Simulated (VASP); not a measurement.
Here is a VASP 6.6.1 calculation.

File INCAR:

```
SYSTEM = Sc
  ALGO = Normal
  EDIFF = 1E-6
  ENCUT = 520
  GGA = PS
  ISIF = 2
  ISMEAR = 0
  LASPH = .TRUE.
  LCHARG = .TRUE.
  LELF = .TRUE.
  LREAL = .FALSE.
  LVHAR = .TRUE.
  LWAVE = .FALSE.
  NBANDS = 18
  NELM = 80
  PREC = Accurate
  SIGMA = 0.15
```

Contents of KPOINTS:

```
k-points
0
G
  15 15 10
  0 0 0
```

Contents of POSCAR:

```
Sc
1.0
    3.1950000000      0.0000000000      0.0000000000
   -1.5975000000      2.7669511651      0.0000000000
    0.0000000000      0.0000000000      4.9553000000
Sc
2
Direct
    0.3333333333      0.6666666667      0.2500000000
    0.6666666667      0.3333333333      0.7500000000
```

Potentials or basis: VASP PAW PBE potentials, release 64 (Sc_sv).

Run with:

```console
$ cat potpaw_PBE.64/Sc_sv/POTCAR > POTCAR
$ mpirun -np 1 vasp_std > vasp.out
```

**Question.** Estimate the band gap on the k mesh.

**Answer.** Zero (bands 11 and 12 overlap by 1.71 eV).

**Question.** What does it give for the pressure?

**Answer.** 5.0 GPa.

Stress tensor (GPa, compression positive):
```
5.09 0.00 0.00
0.00 5.09 0.00
0.00 0.00 4.91
```

Caveat: the cell stands under pressure; the PAW data sets were made with another functional, which shifts forces and pressure a little.
